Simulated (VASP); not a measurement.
SrO:

```
CELL_PARAMETERS angstrom
4.35627 0.00000 0.00000
-2.17814 3.77264 0.00000
0.00000 0.00000 5.24839
ATOMIC_POSITIONS crystal
Sr 0.33333 0.66667 0.93750
Sr 0.66667 0.33333 0.43750
O 0.33333 0.66667 0.43750
O 0.66667 0.33333 0.93750
```

This cell differs from its parent crystal: strain +2.0%.

Base run:

| Item | Value |
| --- | --- |
| Program | VASP 6.6.1 |
| Functional | r2SCAN |
| Potentials or basis | VASP PAW PBE potentials, release 64 (Sr_sv, O) |
| Cutoff | 520 eV |
| k mesh | 12 × 12 × 6 |
| Occupations | gaussian, width 0.01 eV |
| Spin | no spin polarisation |

Its results: band gap on the k mesh 2.84 eV; pressure -3.6 GPa.

The run is repeated on the same cell with these changes: functional from r2SCAN to PBE; occupations from gaussian, width 0.01 eV to fermi-dirac, width 0.02 eV. What comes out?

Band gap on the k mesh 2.45 eV; pressure -2.3 GPa.

Caveats: the cell stands under tension (at least some runs); the PAW data sets were made with another functional, which shifts forces and pressure a little (at least some runs).

A k mesh can miss the band edges.
